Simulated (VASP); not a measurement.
# Mg2Co (Fd-3m) in VASP: a series of runs

Runs on Mg2Co. Level: r2SCAN. Tasks: single point.

Everything below comes from runs of VASP 6.6.1. Logs are shortened: lines on timing, memory, paths and dates and some standing lists are left out, and cuts for length are marked.

### 1 The cell of the first run

It takes space group Fd-3m (No. 227, cubic). The conventional cell has a = 7.256 Å, b = 7.256 Å, c = 7.256 Å, α = 90.00°, β = 90.00°, γ = 90.00°. Within 3.4 Å of Mg (site symmetry -3m) lie 6 Mg at 2.57 Å and 6 Co at 3.01 Å. Co (site symmetry -43m) has 12 Mg at 3.01 Å and 4 Co at 3.14 Å within 4.0 Å.

### 2 Single point, r2SCAN, collinear spin, ferromagnetic start

Contents of POSCAR:

```
Mg2Co
1.0
    0.0000000000      3.6278891941      3.6278891941
    3.6278891941      0.0000000000      3.6278891941
    3.6278891941      3.6278891941      0.0000000000
Mg Co
4 2
Direct
    0.6250000000      0.6250000000      0.6250000000
    0.1250000000      0.6250000000      0.6250000000
    0.6250000000      0.6250000000      0.1250000000
    0.6250000000      0.1250000000      0.6250000000
    0.0000000000      0.0000000000      0.0000000000
    0.2500000000      0.2500000000      0.2500000000
```

Contents of INCAR.step1:

```
SYSTEM = Mg2Co
PREC = Accurate ; ENCUT = 520
ISMEAR = 0 ; SIGMA = 0.1
LREAL = .False. ; LASPH = .True.
NELM = 150 ; ISPIN = 2
MAGMOM = 0 0 0 0 3 3 ; LMAXMIX = 4
NBANDS = 26 ; GGA = PE
ALGO = Normal ; EDIFF = 1E-4
LWAVE = .True. ; LCHARG = .False.
```

Contents of INCAR.step2:

```
SYSTEM = Mg2Co
PREC = Accurate ; ENCUT = 520
EDIFF = 1E-7 ; ISMEAR = 0
SIGMA = 0.1 ; LREAL = .False.
LASPH = .True. ; NELM = 150
ALGO = Normal ; ISIF = 2
LWAVE = .False. ; LCHARG = .False.
ISPIN = 2 ; MAGMOM = 0 0 0 0 3 3
LORBIT = 11 ; LMAXMIX = 4
METAGGA = R2SCAN ; LMIXTAU = .True.
NBANDS = 26 ; ISTART = 1
```

Contents of KPOINTS:

```
regular mesh
0
Gamma
  4 4 4
  0 0 0
```

Potentials or basis: VASP PAW PBE potentials, release 64 (Mg, Co).

The run is started by

```
$ cat potpaw_PBE.64/Mg/POTCAR potpaw_PBE.64/Co/POTCAR > POTCAR
$ cp INCAR.step1 INCAR
$ mpirun -np 1 vasp_std > vasp.out
$ cp INCAR.step2 INCAR
$ mpirun -np 1 vasp_std > vasp.out
```

OUTCAR:

```text
SYSTEM = Mg2Co
   PREC = Accurate
   ENCUT = 520
   EDIFF = 1E-7
   ISMEAR = 0
   LREAL = .False.
   LASPH = .True.
   NELM = 150
   ISIF = 2
   ISPIN = 2
   LORBIT = 11
   METAGGA = R2SCAN
   ISTART = 1

 ion  position               nearest neighbor table
   1  0.625  0.625  0.625-   2 2.57   3 2.57   4 2.57   3 2.57   4 2.57   2 2.57   6 3.01   5 3.01
                             6 3.01   5 3.01   6 3.01   5 3.01
   2  0.125  0.625  0.625-   1 2.57   3 2.57   4 2.57   1 2.57   3 2.57   4 2.57   5 3.01   6 3.01
                             5 3.01   5 3.01   6 3.01   6 3.01
   3  0.625  0.625  0.125-   1 2.57   1 2.57   2 2.57   4 2.57   4 2.57   2 2.57   6 3.01   5 3.01
                             6 3.01   5 3.01   6 3.01   5 3.01
   4  0.625  0.125  0.625-   1 2.57   3 2.57   1 2.57   2 2.57   3 2.57   2 2.57   5 3.01   6 3.01
                             5 3.01   6 3.01   6 3.01   5 3.01
   5  0.000  0.000  0.000-   1 3.01   3 3.01   4 3.01   1 3.01   2 3.01   3 3.01   1 3.01   2 3.01
                             4 3.01   2 3.01   3 3.01   4 3.01
   6  0.250  0.250  0.250-   2 3.01   3 3.01   4 3.01   1 3.01   2 3.01   4 3.01   1 3.01   2 3.01
                             3 3.01   1 3.01   3 3.01   4 3.01

  LATTYP: Found a face centered cubic cell.
 ALAT       =     7.2557783882

  Lattice vectors:

 A1 = (   0.0000000000,   3.6278891941,   3.6278891941)
 A2 = (   3.6278891941,   0.0000000000,   3.6278891941)
 A3 = (   3.6278891941,   3.6278891941,   0.0000000000)

Analysis of symmetry for initial positions (statically):
=====================================================================
 Subroutine PRICEL returns:
 Original cell was already a primitive cell.

 Routine SETGRP: Setting up the symmetry group for a
 face centered cubic supercell.

 Subroutine GETGRP returns: Found 48 space group operations
 (whereof 24 operations were pure point group operations)
 out of a pool of 48 trial point group operations.

The static configuration has the point symmetry T_d .
 The point group associated with its full space group is O_h .

Analysis of symmetry for dynamics (positions and initial velocities):
=====================================================================
 Subroutine PRICEL returns:
 Original cell was already a primitive cell.

 Routine SETGRP: Setting up the symmetry group for a
 face centered cubic supercell.

 Subroutine GETGRP returns: Found 48 space group operations
 (whereof 24 operations were pure point group operations)
 out of a pool of 48 trial point group operations.

The dynamic configuration has the point symmetry T_d .
 The point group associated with its full space group is O_h .

Analysis of structural, dynamic, and magnetic symmetry:
=====================================================================
 Subroutine PRICEL returns:
 Original cell was already a primitive cell.

 Routine SETGRP: Setting up the symmetry group for a
 face centered cubic supercell.

 Subroutine GETGRP returns: Found 48 space group operations
 (whereof 24 operations were pure point group operations)
 out of a pool of 48 trial point group operations.

The overall configuration has the point symmetry T_d .
 The point group associated with its full space group is O_h .

 Subroutine INISYM returns: Found 48 space group operations
 (whereof 24 operations are pure point group operations),
 and found     1 'primitive' translations

----------------------------------------------------------------------------------------

                                     Primitive cell

  volume of cell :      95.4975

  direct lattice vectors                    reciprocal lattice vectors
     0.000000000  3.627889194  3.627889194    -0.137821188  0.137821188  0.137821188
     3.627889194  0.000000000  3.627889194     0.137821188 -0.137821188  0.137821188
     3.627889194  3.627889194  0.000000000     0.137821188  0.137821188 -0.137821188

  length of vectors
     5.130610101  5.130610101  5.130610101     0.238713301  0.238713301  0.238713301

  position of ions in fractional coordinates (direct lattice)
     0.625000000  0.625000000  0.625000000
     0.125000000  0.625000000  0.625000000
     0.625000000  0.625000000  0.125000000
     0.625000000  0.125000000  0.625000000
     0.000000000  0.000000000  0.000000000
     0.250000000  0.250000000  0.250000000

  ion indices of the primitive-cell ions
   primitive index   ion index
                 1           1
                 2           2
                 3           3
                 4           4
                 5           5
                 6           6

----------------------------------------------------------------------------------------

 KPOINTS: regular mesh

Automatic generation of k-mesh.
 Grid dimensions read from file:
 generate k-points for:    4    4    4

 Generating k-lattice:

  Cartesian coordinates                     Fractional coordinates (reciprocal lattice)
    -0.034455297  0.034455297  0.034455297     0.250000000  0.000000000  0.000000000
     0.034455297 -0.034455297  0.034455297     0.000000000  0.250000000  0.000000000
     0.034455297  0.034455297 -0.034455297     0.000000000  0.000000000  0.250000000

  Length of vectors
     0.059678325  0.059678325  0.059678325

  Shift w.r.t. Gamma in fractional coordinates (k-lattice)
     0.000000000  0.000000000  0.000000000

 Subroutine IBZKPT returns following result:
 ===========================================

 Found      8 irreducible k-points:

 Following reciprocal coordinates:
            Coordinates               Weight
  0.000000  0.000000  0.000000      1.000000
  0.250000  0.000000  0.000000      8.000000
  0.500000  0.000000  0.000000      4.000000
  0.250000  0.250000  0.000000      6.000000
  0.500000  0.250000  0.000000     24.000000
 -0.250000  0.250000  0.000000     12.000000
  0.500000  0.500000  0.000000      3.000000
 -0.250000  0.500000  0.250000      6.000000
   k-points           NKPTS =      8   k-points in BZ     NKDIM =      8   number of bands    NBANDS=     26
   number of dos      NEDOS =    301   number of ions     NIONS =      6
   total plane-waves  NPLWV =  64000
   dimension x,y,z NGX =    40 NGY =   40 NGZ =   40
   dimension x,y,z NGXF=    80 NGYF=   80 NGZF=   80
   ions per type =               4   2
   NGX,Y,Z   is equivalent  to a cutoff of  12.96, 12.96, 12.96 a.u.
   NGXF,Y,Z  is equivalent  to a cutoff of  25.92, 25.92, 25.92 a.u.
 SYSTEM =  Mg2Co
   PREC   = accura    normal or accurate (medium, high low for compatibility)
   ISTART =      1    job   : 0-new  1-cont  2-samecut
   ICHARG =      0    charge: 1-file 2-atom 10-const
   ISPIN  =      2    spin polarized calculation?
   LNONCOLLINEAR =      F non collinear calculations
   LSORBIT =      F    spin-orbit coupling
   LASPH  =      T    aspherical Exc in radial PAW
   ENCUT  =  520.0 eV  38.22 Ry    6.18 a.u.   9.54  9.54  9.54*2*pi/ulx,y,z
   NELM   =    150;   NELMIN=  2; NELMDL=  0     # of ELM steps
   EDIFF  = 0.1E-06   stopping-criterion for ELM
   LREAL  =      F    real-space projection
   EDIFFG = 0.1E-05   stopping-criterion for IOM
   NSW    =      0    number of steps for IOM
   IBRION =     -1    ionic relax: 0-MD 1-quasi-New 2-CG
   NFREE  =      0    steps in history (QN), initial steepest desc. (CG)
   ISIF   =      2    stress and relaxation
   ISYM   =      2    0-nonsym 1-usesym 2-fastsym
   POTIM  = 0.5000    time-step for ionic-motion
   TEBEG  =    0.0;   TEEND  =   0.0 temperature during run
   PSTRESS=    0.0 pullay stress
   NELECT =      26.0000    total number of electrons
   NUPDOWN=      -1.0000    fix difference up-down
   EMIN   =  10.00;   EMAX   =-10.00  energy-range for DOS
   EFERMI =   0.00;   METHOD = LEGACY
   ISMEAR =     0;   SIGMA  =   0.10  broadening in eV -4-tet -1-fermi 0-gaus
   EFERMI_NEDOS =   21; number of points for ismear=-14 and -15
   IALGO  =     38    algorithm
   IMIX   =      4    mixing-type and parameters
     AMIX     =   0.40;   BMIX     =  1.00
     AMIX_MAG =   1.60;   BMIX_MAG =  1.00
  volume/ion in A,a.u.               =      15.92       107.41
  Fermi-wavevector in a.u.,A,eV,Ry     =   1.061049  2.005091 15.317767  1.125824
  Thomas-Fermi vector in A             =   2.196451
   LORBIT       =     11    0 simple, 1 ext, 2 COOP (PROOUT), +10 PAW based schemes
   METAGGA = R2SCAN    functional components
   LHFCALC =     F    Hartree Fock is set to
   AEXX    =    0.0000 exact exchange contribution
   IVDW    =     0    specifies the selected vdW correction
   LEPSILON=     F    determine dielectric tensor
   LRPA    =     F    only Hartree local field effects (RPA)
 spin polarized calculation
 Gauss-broadening in eV      SIGMA  =   0.10
  energy-cutoff  :      520.00
  volume of cell :       95.50
 maximum number of plane-waves:      2637
 NGX is ok and might be reduce to    40
   NGX = 19   NGY = 19   NGZ = 19

 number of electron      26.0000000 magnetization       3.2423450

 Free energy of the ion-electron system (eV)
  ---------------------------------------------------
  ext. energy  EPLUGINS =         0.00000000
  ---------------------------------------------------
  free energy    TOTEN  =       -38.19515753 eV

  energy without entropy =      -38.15856385  energy(sigma->0) =      -38.17686069

 E-fermi :   4.7797     XC(G=0): -10.9532

 val. band max:        4.7497110755   @ k =  -0.2500   0.5000   0.2500
 cond. band min:       4.8114801283   @ k =   0.5000   0.5000   0.0000
 fundamental gap:      0.0617690528
 Fermi energy:         4.7797035753

 spin component 1

 k-point     1 :       0.0000    0.0000    0.0000
  band No.  band energies     occupation
      1      -3.3145      1.00000
      2       1.6885      1.00000
      3       1.6885      1.00000
      4       1.7889      1.00000
      5       1.7890      1.00000
      6       1.7890      1.00000
[... 17 lines left out ...]
     24       9.7960      0.00000
     25       9.7960      0.00000
[... 172 lines left out ...]
      2      -0.1966      1.00000
      3       0.6294      1.00000
      4       0.6294      1.00000
      5       1.8522      1.00000
      6       1.8523      1.00000
[... 17 lines left out ...]
     24      12.5245      0.00000
     25      13.0535      0.00000
 Fermi energy:         4.7797035753

 spin component 2

 k-point     1 :       0.0000    0.0000    0.0000
  band No.  band energies     occupation
      1      -3.6080      1.00000
      2       3.3993      1.00000
      3       3.3993      1.00000
      4       3.3993      1.00000
      5       3.4849      1.00000
      6       3.4849      1.00000
[... 17 lines left out ...]
     24      10.0773      0.00000
     25      10.5340      0.00000
[... 172 lines left out ...]
      2      -0.2055      1.00000
      3       0.3769      1.00000
      4       0.3769      1.00000
      5       3.6999      1.00000
      6       3.6999      1.00000
[... 17 lines left out ...]
     24      12.7276      0.00000
     25      13.1154      0.00000
 [bands above 25 left out]

------------------------ aborting loop because EDIFF is reached ----------------------------------------

  FORCE on cell =-STRESS in cart. coord.  units (eV):
  Direction    XX          YY          ZZ          XY          YZ          ZX
  --------------------------------------------------------------------------------------
  -------------------------------------------------------------------------------------
  Total        5.0788249      5.0788249      5.0788249     -0.0000000      0.0000000      0.0000000
  in kB       85.2082767     85.2082767     85.2082767     -0.0000000      0.0000000      0.0000000
  external PRESSURE =      85.2082767 kB  Pullay stress =       0.0000000 kB

 VOLUME and BASIS-vectors are now :
 -----------------------------------------------------------------------------
  energy-cutoff  :      520.00
  volume of cell :       95.50
      direct lattice vectors                 reciprocal lattice vectors
     0.000000000  3.627889194  3.627889194    -0.137821188  0.137821188  0.137821188
     3.627889194  0.000000000  3.627889194     0.137821188 -0.137821188  0.137821188
     3.627889194  3.627889194  0.000000000     0.137821188  0.137821188 -0.137821188

 POSITION                                       TOTAL-FORCE (eV/Angst)
 -----------------------------------------------------------------------------------
      4.53486      4.53486      4.53486         0.000000     -0.000000     -0.000000
      4.53486      2.72092      2.72092         0.000000     -0.000000     -0.000000
      2.72092      2.72092      4.53486         0.000000     -0.000000     -0.000000
      2.72092      4.53486      2.72092         0.000000     -0.000000     -0.000000
      0.00000      0.00000      0.00000        -0.000000      0.000000      0.000000
      1.81394      1.81394      1.81394         0.000000     -0.000000     -0.000000
 -----------------------------------------------------------------------------------
    total drift:                               -0.000000     -0.000000      0.000000

  FREE ENERGIE OF THE ION-ELECTRON SYSTEM (eV)
  ---------------------------------------------------
  free  energy   TOTEN  =       -38.1951575292 eV

  energy  without entropy=      -38.1585638452  energy(sigma->0) =      -38.17686069

 total charge

# of ion       s       p       d       tot
------------------------------------------
    1        0.238   0.219   0.025   0.481
    2        0.238   0.219   0.025   0.481
    3        0.238   0.219   0.025   0.481
    4        0.238   0.219   0.025   0.481
    5        0.381   0.283   7.157   7.821
    6        0.381   0.283   7.157   7.821
--------------------------------------------------
tot          1.713   1.439  14.413  17.565

 magnetization (x)

# of ion       s       p       d       tot
------------------------------------------
    1        0.000  -0.013  -0.002  -0.015
    2        0.000  -0.013  -0.002  -0.015
    3        0.000  -0.013  -0.002  -0.015
    4        0.000  -0.013  -0.002  -0.015
    5        0.028  -0.015   1.891   1.904
    6        0.028  -0.015   1.891   1.904
--------------------------------------------------
tot          0.056  -0.083   3.774   3.746
```

Run time: 4.9 min. Hardware: 1 thread of Intel Xeon Platinum 8488C (Sapphire Rapids), shared host; peak memory 0.33 GiB.

What came out:

- Free energy: -38.1952 eV
- Pressure: 8.5 GPa
- Net moment: 3.24 μB per cell
- Site moments: Mg -0.01; Co +1.90 μB
- Valence electrons inside the program's atomic spheres: Mg 0.48; Co 7.82

Levels at points of the mesh, in eV from the Fermi level:
Spin up:
| k point | band 10 | band 11 | band 12 | band 13 | band 14 | band 15 | band 16 | band 17 | band 18 | band 19 |
| --- | --- | --- | --- | --- | --- | --- | --- | --- | --- | --- |
| (0.00, 0.00, 0.00) | -2.32 | -2.32 | -1.11 | 0.76 | 1.16 | 1.16 | 1.16 | 2.04 | 2.04 | 2.04 |
| (0.50, 0.00, 0.00) | -2.45 | -2.43 | -2.43 | -1.14 | 0.13 | 0.13 | 1.23 | 1.46 | 1.46 | 4.12 |
| (0.50, 0.50, 0.00) | -2.42 | -2.34 | -2.34 | -1.98 | -1.98 | -1.08 | -1.08 | 5.52 | 5.52 | 5.88 |
Spin down:
```
           k point  band 8  band 9  band 10  band 11  band 12  band 13  band 14  band 15
(0.00, 0.00, 0.00)   -1.17   -1.17    -0.88     0.11     0.11     1.06     2.05     2.05
(0.50, 0.00, 0.00)   -0.95   -0.80    -0.80    -0.04    -0.04     0.49     0.60     0.60
(0.50, 0.50, 0.00)   -0.65   -0.50    -0.50    -0.03    -0.03     0.03     0.03     0.75
```

Caveat: the k points lie up to 0.37 Å⁻¹ apart; the PAW data sets were made with another functional, which shifts forces and pressure a little.

### 3 Single point, r2SCAN, collinear spin, ferromagnetic start

This run uses another cell than the first one, of 17.88 Å³/atom, 1.123 times its volume.

Changes to POSCAR since step 2:

```diff
@@ -2,5 +2,5 @@
 1.0
-    0.0000000000      3.6278891941      3.6278891941
-    3.6278891941      0.0000000000      3.6278891941
-    3.6278891941      3.6278891941      0.0000000000
+    0.0000000000      3.7710233419      3.7710233419
+    3.7710233419      0.0000000000      3.7710233419
+    3.7710233419      3.7710233419      0.0000000000
 Mg Co
```

Contents of INCAR.step1:

```
SYSTEM = Mg2Co
  PREC = Accurate
  ENCUT = 520
  ISMEAR = 0
  SIGMA = 0.1
  LREAL = .False.
  LASPH = .True.
  NELM = 150
  ISPIN = 2
  MAGMOM = 0 0 0 0 2.12 2.12
  LMAXMIX = 4
  NBANDS = 26
  GGA = PE
  ALGO = Normal
  EDIFF = 1E-4
  LWAVE = .True.
  LCHARG = .False.
```

Contents of INCAR.step2:

```
SYSTEM = Mg2Co
  PREC = Accurate
  ENCUT = 520
  EDIFF = 1E-6
  ISMEAR = 0
  SIGMA = 0.1
  LREAL = .False.
  LASPH = .True.
  NELM = 150
  ALGO = Normal
  ISIF = 2
  LWAVE = .False.
  LCHARG = .True.
  ISPIN = 2
  MAGMOM = 0 0 0 0 2.12 2.12
  LORBIT = 11
  LMAXMIX = 4
  METAGGA = R2SCAN
  LMIXTAU = .True.
  LELF = .True.
  LVHAR = .True.
  NBANDS = 26
  ISTART = 1
```

Contents of KPOINTS:

```
Automatic mesh
0
Gamma
  4 4 4
  0 0 0
```

Potentials or basis: VASP PAW PBE potentials, release 64 (Mg, Co).

The run is started by

```
$ cat potpaw_PBE.64/Mg/POTCAR potpaw_PBE.64/Co/POTCAR > POTCAR
$ cp INCAR.step1 INCAR
$ mpirun -np 1 vasp_std > vasp.out
$ cp INCAR.step2 INCAR
$ mpirun -np 1 vasp_std > vasp.out
```

Wall time 4.3 min (1 thread of Intel Xeon Platinum 8488C (Sapphire Rapids), shared host); peak memory 0.32 GiB.

The run converged. Its results:

```
Free energy                                           : -38.4923 eV
Pressure                                              : 0.3 GPa
Net moment                                            : 3.27 μB per cell
Site moments                                          : Mg -0.02; Co +1.98 μB
Valence electrons inside the program's atomic spheres : Mg 0.43; Co 7.74
```

Levels at points of the mesh, in eV from the Fermi level:
Spin up:
| k point | band 10 | band 11 | band 12 | band 13 | band 14 | band 15 | band 16 | band 17 | band 18 | band 19 |
| --- | --- | --- | --- | --- | --- | --- | --- | --- | --- | --- |
| (0.00, 0.00, 0.00) | -2.44 | -2.44 | -1.22 | 0.53 | 0.92 | 0.92 | 0.92 | 1.84 | 1.84 | 1.84 |
| (0.50, 0.00, 0.00) | -2.52 | -2.52 | -2.51 | -1.28 | 0.10 | 0.10 | 0.94 | 1.12 | 1.12 | 3.84 |
| (0.50, 0.50, 0.00) | -2.50 | -2.46 | -2.46 | -1.89 | -1.89 | -1.28 | -1.28 | 5.11 | 5.11 | 5.35 |
Spin down:
```csv
k point,band 8,band 9,band 10,band 11,band 12,band 13,band 14,band 15
"(0.00, 0.00, 0.00)",-1.05,-1.05,-1.05,0.11,0.11,0.79,1.74,1.74
"(0.50, 0.00, 0.00)",-0.88,-0.70,-0.70,-0.03,-0.03,0.38,0.52,0.52
"(0.50, 0.50, 0.00)",-0.56,-0.41,-0.41,-0.03,-0.03,0.02,0.02,0.59
```

Caveat: the k points lie up to 0.36 Å⁻¹ apart; the PAW data sets were made with another functional, which shifts forces and pressure a little.
